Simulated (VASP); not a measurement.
# TiO2 (P4_2/mnm) in VASP: single point with r2SCAN

Aim: the single point of TiO2 with r2SCAN.

Program: VASP 6.6.1. These are calculated values, not measurements. Logs are shortened: lines on timing, memory, paths and dates and some standing lists are left out, and cuts for length are marked.

**Measured values to compare with.**

“Shallow Valence Band of Rutile GeO2 and P-type Doping”, 2020, arxiv:2011.08928 quotes, for a bulk crystal of TiO2 at 1.6 K: band gap 3.03 eV (direct).

The runs below are set against these values where they give the same quantity.

### Step 1. The cell of the first run

It takes space group P4_2/mnm (No. 136, tetragonal). The conventional cell has a = 4.592 Å, b = 4.592 Å, c = 2.957 Å, α = 90.00°, β = 90.00°, γ = 90.00°. Ti (site symmetry mmm) has 6 O at 1.95 to 1.98 Å within 2.6 Å. O (site symmetry m2m) has 3 Ti at 1.95 to 1.98 Å and 1 O at 2.54 Å within 2.6 Å.

### Step 2. Single point, r2SCAN

The input, POSCAR:

```
TiO2
1.0
    4.5922000000      0.0000000000      0.0000000000
    0.0000000000      4.5922000000      0.0000000000
    0.0000000000      0.0000000000      2.9574000000
Ti O
2 4
Direct
    0.0000000000      0.0000000000      0.0000000000
    0.5000000000      0.5000000000      0.5000000000
    0.3045931702      0.3045931702      0.0000000000
    0.1954068298      0.8045931702      0.5000000000
    0.6954068298      0.6954068298      0.0000000000
    0.8045931702      0.1954068298      0.5000000000
```

The input, INCAR.step1:

```
PREC = Accurate
ENCUT = 520
ISMEAR = 0
SIGMA = 0.01
LREAL = F
LASPH = T
NELM = 60
NBANDS = 33
GGA = PE
ALGO = Normal
EDIFF = 1E-4
LWAVE = T
LCHARG = F
```

The input, INCAR.step2:

```
PREC = Accurate
ENCUT = 520
EDIFF = 1E-6
ISMEAR = 0
SIGMA = 0.01
LREAL = F
LASPH = T
NELM = 60
ALGO = Normal
ISIF = 2
LWAVE = F
LCHARG = F
METAGGA = R2SCAN
LMIXTAU = T
NBANDS = 33
ISTART = 1
```

The input, KPOINTS:

```
regular mesh
0
Gamma
  5 5 7
```

Potentials or basis: VASP PAW PBE potentials, release 64 (Ti_sv, O).

Run with:

```bash
cat potpaw_PBE.64/Ti_sv/POTCAR potpaw_PBE.64/O/POTCAR > POTCAR
cp INCAR.step1 INCAR
mpirun -np 1 vasp_std > vasp.out
cp INCAR.step2 INCAR
mpirun -np 1 vasp_std > vasp.out
```

OUTCAR:

```text
PREC = Accurate
   ENCUT = 520
   EDIFF = 1E-6
   ISMEAR = 0
   LREAL = F
   LASPH = T
   NELM = 60
   ISIF = 2
   METAGGA = R2SCAN
   ISTART = 1

 ion  position               nearest neighbor table
   1  0.000  0.000  0.000-   4 1.95   6 1.95   4 1.95   6 1.95   5 1.98   3 1.98
   2  0.500  0.500  0.500-   3 1.95   5 1.95   3 1.95   5 1.95   4 1.98   6 1.98
   3  0.305  0.305  0.000-   2 1.95   2 1.95   1 1.98
   4  0.195  0.805  0.500-   1 1.95   1 1.95   2 1.98
   5  0.695  0.695  0.000-   2 1.95   2 1.95   1 1.98
   6  0.805  0.195  0.500-   1 1.95   1 1.95   2 1.98

  LATTYP: Found a simple tetragonal cell.
 ALAT       =     4.5922000000
 C/A-ratio  =     0.6440050520

  Lattice vectors:

 A1 = (   4.5922000000,   0.0000000000,   0.0000000000)
 A2 = (   0.0000000000,   4.5922000000,   0.0000000000)
 A3 = (   0.0000000000,   0.0000000000,   2.9574000000)

Analysis of symmetry for initial positions (statically):
=====================================================================
 Subroutine PRICEL returns:
 Original cell was already a primitive cell.

 Routine SETGRP: Setting up the symmetry group for a
 simple tetragonal supercell.

 Subroutine GETGRP returns: Found 16 space group operations
 (whereof  8 operations were pure point group operations)
 out of a pool of 16 trial point group operations.

The static configuration has the point symmetry D_2h.
 The point group associated with its full space group is D_4h.

Analysis of symmetry for dynamics (positions and initial velocities):
=====================================================================
 Subroutine PRICEL returns:
 Original cell was already a primitive cell.

 Routine SETGRP: Setting up the symmetry group for a
 simple tetragonal supercell.

 Subroutine GETGRP returns: Found 16 space group operations
 (whereof  8 operations were pure point group operations)
 out of a pool of 16 trial point group operations.

The dynamic configuration has the point symmetry D_2h.
 The point group associated with its full space group is D_4h.

 Subroutine INISYM returns: Found 16 space group operations
 (whereof  8 operations are pure point group operations),
 and found     1 'primitive' translations

----------------------------------------------------------------------------------------

                                     Primitive cell

  volume of cell :      62.3665

  direct lattice vectors                    reciprocal lattice vectors
     4.592200000  0.000000000  0.000000000     0.217760550  0.000000000  0.000000000
     0.000000000  4.592200000  0.000000000     0.000000000  0.217760550  0.000000000
     0.000000000  0.000000000  2.957400000     0.000000000  0.000000000  0.338134848

  length of vectors
     4.592200000  4.592200000  2.957400000     0.217760550  0.217760550  0.338134848

  position of ions in fractional coordinates (direct lattice)
     0.000000000  0.000000000  0.000000000
     0.500000000  0.500000000  0.500000000
     0.304593170  0.304593170  0.000000000
     0.195406830  0.804593170  0.500000000
     0.695406830  0.695406830  0.000000000
     0.804593170  0.195406830  0.500000000

  ion indices of the primitive-cell ions
   primitive index   ion index
                 1           1
                 2           2
                 3           3
                 4           4
                 5           5
                 6           6

----------------------------------------------------------------------------------------

 KPOINTS: regular mesh

Automatic generation of k-mesh.
 Grid dimensions read from file:
 generate k-points for:    5    5    7

 Generating k-lattice:

  Cartesian coordinates                     Fractional coordinates (reciprocal lattice)
     0.043552110  0.000000000  0.000000000     0.200000000  0.000000000  0.000000000
     0.000000000  0.043552110  0.000000000     0.000000000  0.200000000  0.000000000
     0.000000000  0.000000000  0.048304978     0.000000000  0.000000000  0.142857143

  Length of vectors
     0.043552110  0.043552110  0.048304978

  Shift w.r.t. Gamma in fractional coordinates (k-lattice)
     0.000000000  0.000000000  0.000000000

 Subroutine IBZKPT returns following result:
 ===========================================

 Found     24 irreducible k-points:

 Following reciprocal coordinates:
            Coordinates               Weight
  0.000000  0.000000  0.000000      1.000000
  0.200000  0.000000  0.000000      4.000000
  0.400000  0.000000  0.000000      4.000000
  0.200000  0.200000  0.000000      4.000000
  0.400000  0.200000  0.000000      8.000000
  0.400000  0.400000  0.000000      4.000000
[... 16 lines left out ...]
  0.400000  0.200000  0.428571     16.000000
  0.400000  0.400000  0.428571      8.000000
   k-points           NKPTS =     24   k-points in BZ     NKDIM =     24   number of bands    NBANDS=     33
   number of dos      NEDOS =    301   number of ions     NIONS =      6
   total plane-waves  NPLWV =  31104
   dimension x,y,z NGX =    36 NGY =   36 NGZ =   24
   dimension x,y,z NGXF=    72 NGYF=   72 NGZF=   48
   ions per type =               2   4
   NGX,Y,Z   is equivalent  to a cutoff of  13.03, 13.03, 13.49 a.u.
   NGXF,Y,Z  is equivalent  to a cutoff of  26.07, 26.07, 26.98 a.u.
 SYSTEM =  unknown system
   PREC   = accura    normal or accurate (medium, high low for compatibility)
   ISTART =      1    job   : 0-new  1-cont  2-samecut
   ICHARG =      0    charge: 1-file 2-atom 10-const
   ISPIN  =      1    spin polarized calculation?
   LNONCOLLINEAR =      F non collinear calculations
   LSORBIT =      F    spin-orbit coupling
   LASPH  =      T    aspherical Exc in radial PAW
   ENCUT  =  520.0 eV  38.22 Ry    6.18 a.u.   8.54  8.54  5.50*2*pi/ulx,y,z
   NELM   =     60;   NELMIN=  2; NELMDL=  0     # of ELM steps
   EDIFF  = 0.1E-05   stopping-criterion for ELM
   LREAL  =      F    real-space projection
   EDIFFG = 0.1E-04   stopping-criterion for IOM
   NSW    =      0    number of steps for IOM
   IBRION =     -1    ionic relax: 0-MD 1-quasi-New 2-CG
   NFREE  =      0    steps in history (QN), initial steepest desc. (CG)
   ISIF   =      2    stress and relaxation
   ISYM   =      2    0-nonsym 1-usesym 2-fastsym
   POTIM  = 0.5000    time-step for ionic-motion
   TEBEG  =    0.0;   TEEND  =   0.0 temperature during run
   PSTRESS=    0.0 pullay stress
   NELECT =      48.0000    total number of electrons
   NUPDOWN=      -1.0000    fix difference up-down
   EMIN   =  10.00;   EMAX   =-10.00  energy-range for DOS
   EFERMI =   0.00;   METHOD = LEGACY
   ISMEAR =     0;   SIGMA  =   0.01  broadening in eV -4-tet -1-fermi 0-gaus
   EFERMI_NEDOS =   21; number of points for ismear=-14 and -15
   IALGO  =     38    algorithm
   IMIX   =      4    mixing-type and parameters
     AMIX     =   0.40;   BMIX     =  1.00
     AMIX_MAG =   1.60;   BMIX_MAG =  1.00
  volume/ion in A,a.u.               =      10.39        70.15
  Fermi-wavevector in a.u.,A,eV,Ry     =   1.500277  2.835112 30.624403  2.250830
  Thomas-Fermi vector in A             =   2.611798
   LORBIT       =      0    0 simple, 1 ext, 2 COOP (PROOUT), +10 PAW based schemes
   METAGGA = R2SCAN    functional components
   LHFCALC =     F    Hartree Fock is set to
   AEXX    =    0.0000 exact exchange contribution
   IVDW    =     0    specifies the selected vdW correction
   LEPSILON=     F    determine dielectric tensor
   LRPA    =     F    only Hartree local field effects (RPA)
 non-spin polarized calculation
 Gauss-broadening in eV      SIGMA  =   0.01
  energy-cutoff  :      520.00
  volume of cell :       62.37
 maximum number of plane-waves:      1697
 NGX is ok and might be reduce to    36
   NGX = 17   NGY = 17   NGZ = 11

 number of electron      48.0000020 magnetization

 Free energy of the ion-electron system (eV)
  ---------------------------------------------------
  ext. energy  EPLUGINS =         0.00000000
  ---------------------------------------------------
  free energy    TOTEN  =       -69.79396308 eV

  energy without entropy =      -69.79396308  energy(sigma->0) =      -69.79396308

 E-fermi :   4.7669     XC(G=0): -12.1618

 val. band max:        4.5593205992   @ k =   0.0000   0.0000   0.0000
 cond. band min:       6.7854346166   @ k =   0.0000   0.0000   0.0000
 fundamental gap:      2.2261140174
 Fermi energy:         4.7668870065

 k-point     1 :       0.0000    0.0000    0.0000
  band No.  band energies     occupation
      1     -54.5894      2.00000
      2     -54.5714      2.00000
      3     -29.8568      2.00000
      4     -29.8568      2.00000
      5     -29.6780      2.00000
      6     -29.6780      2.00000
[... 25 lines left out ...]
     32      11.5388      0.00000
     33      11.5388      0.00000

 k-point     2 :       0.2000    0.0000    0.0000
  band No.  band energies     occupation
      1     -54.5877      2.00000
      2     -54.5731      2.00000
      3     -29.8431      2.00000
      4     -29.8420      2.00000
      5     -29.6943      2.00000
      6     -29.6931      2.00000
[... 25 lines left out ...]
     32      11.4012      0.00000
     33      11.4287      0.00000

 k-point     3 :       0.4000    0.0000    0.0000
  band No.  band energies     occupation
      1     -54.5831      2.00000
      2     -54.5776      2.00000
      3     -29.8100      2.00000
      4     -29.8078      2.00000
      5     -29.7309      2.00000
      6     -29.7287      2.00000
[... 25 lines left out ...]
     32      11.1814      0.00000
     33      11.2127      0.00000

 k-point     4 :       0.2000    0.2000    0.0000
  band No.  band energies     occupation
      1     -54.5863      2.00000
      2     -54.5745      2.00000
      3     -29.8611      2.00000
      4     -29.8063      2.00000
      5     -29.7319      2.00000
      6     -29.6753      2.00000
[... 673 lines left out ...]
     32      10.7238      0.00000
     33      10.8881      0.00000

 k-point    23 :       0.4000    0.2000    0.4286
  band No.  band energies     occupation
      1     -54.5420      2.00000
      2     -54.5410      2.00000
      3     -30.0757      2.00000
      4     -30.0693      2.00000
      5     -29.7136      2.00000
      6     -29.6995      2.00000
[... 25 lines left out ...]
     32      10.2392      0.00000
     33      11.5194      0.00000

 k-point    24 :       0.4000    0.4000    0.4286
  band No.  band energies     occupation
      1     -54.5417      2.00000
      2     -54.5413      2.00000
      3     -30.0681      2.00000
      4     -30.0641      2.00000
      5     -29.7218      2.00000
      6     -29.7148      2.00000
[... 25 lines left out ...]
     32      10.8683      0.00000
     33      10.8762      0.00000

------------------------ aborting loop because EDIFF is reached ----------------------------------------

  FORCE on cell =-STRESS in cart. coord.  units (eV):
  Direction    XX          YY          ZZ          XY          YZ          ZX
  --------------------------------------------------------------------------------------
  -------------------------------------------------------------------------------------
  Total        0.5127458      0.5127458      0.5524085      0.0000000      0.0000000      0.0000000
  in kB       13.1722834     13.1722834     14.1912050      0.0000000      0.0000000      0.0000000
  external PRESSURE =      13.5119240 kB  Pullay stress =       0.0000000 kB

 VOLUME and BASIS-vectors are now :
 -----------------------------------------------------------------------------
  energy-cutoff  :      520.00
  volume of cell :       62.37
      direct lattice vectors                 reciprocal lattice vectors
     4.592200000  0.000000000  0.000000000     0.217760550  0.000000000  0.000000000
     0.000000000  4.592200000  0.000000000     0.000000000  0.217760550  0.000000000
     0.000000000  0.000000000  2.957400000     0.000000000  0.000000000  0.338134848

 POSITION                                       TOTAL-FORCE (eV/Angst)
 -----------------------------------------------------------------------------------
      0.00000      0.00000      0.00000         0.000000      0.000000      0.000000
      2.29610      2.29610      1.47870         0.000000      0.000000      0.000000
      1.39875      1.39875      0.00000        -0.022994     -0.022994     -0.000000
      0.89735      3.69485      1.47870         0.022994     -0.022994      0.000000
      3.19345      3.19345      0.00000         0.022994      0.022994      0.000000
      3.69485      0.89735      1.47870        -0.022994      0.022994      0.000000
 -----------------------------------------------------------------------------------
    total drift:                                0.000000     -0.000000      0.000000

  FREE ENERGIE OF THE ION-ELECTRON SYSTEM (eV)
  ---------------------------------------------------
  free  energy   TOTEN  =       -69.7939630823 eV

  energy  without entropy=      -69.7939630823  energy(sigma->0) =      -69.79396308
```

Run time: 74 s. Hardware: 1 thread of Intel Xeon 6975P-C (Granite Rapids), shared host; peak memory 0.19 GiB.

Results:

```yaml
Free_energy: -69.7940 eV
Pressure: 1.4 GPa
Largest_force: 0.033 eV/Å
Band_gap_on_the_k_mesh: 2.23 eV, direct
```

Forces in eV/Å, atoms in the order of the input:
```
Ti   0.000  0.000  0.000
Ti   0.000  0.000  0.000
O   -0.023 -0.023  0.000
O    0.023 -0.023  0.000
O    0.023  0.023  0.000
O   -0.023  0.023  0.000
```

Caveat: the PAW data sets were made with another functional, which shifts forces and pressure a little.

### Step 3. Comparison with measurements

Step 2. Against the measured gap of TiO2, 3.03 eV (direct; 1.6 K; quoted in “Shallow Valence Band of Rutile GeO2 and P-type Doping”, 2020, arxiv:2011.08928), the calculated 2.23 eV is off by -0.80 eV. 2 values of this kind are on record in papers (3.03 to 3.05 eV); this one was drawn at random among those near their median. The value is that of r2SCAN on a finite k mesh, which can miss the band edges, without temperature or zero-point motion.
